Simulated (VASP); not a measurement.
The system is Cd2S.

```
CELL_PARAMETERS angstrom
4.04039 0.00000 0.00000
-2.02019 3.49908 0.00000
0.00000 0.00000 5.92313
ATOMIC_POSITIONS crystal
Cd 0.33333 0.66667 0.93272
Cd 0.66667 0.33333 0.57873
S 0.33333 0.66667 0.36571
```

Base run:

* Program: VASP 6.6.1
* Functional: PBE
* Potentials or basis: VASP PAW PBE potentials, release 64 (Cd, S)
* Cutoff: 520 eV
* k mesh: 8 × 8 × 5
* Occupations: fermi-dirac, width 0.05 eV
* Spin: no spin polarisation

Its results: band gap on the k mesh 0.29 eV, indirect (least direct gap 0.57 eV); pressure -2.1 GPa; largest force 0.254 eV/Å.

Task: The run is repeated on the same cell with these changes: functional from PBE to PBEsol. What comes out?

Result: Band gap on the k mesh 0.28 eV, indirect (least direct gap 0.57 eV); pressure -4.6 GPa; largest force 0.319 eV/Å.

PBEsol binds more tightly than PBE, so the same cell stands under less pressure.

Caveats: the PAW data sets were made with another functional, which shifts forces and pressure a little (some runs).

A k mesh can miss the band edges.
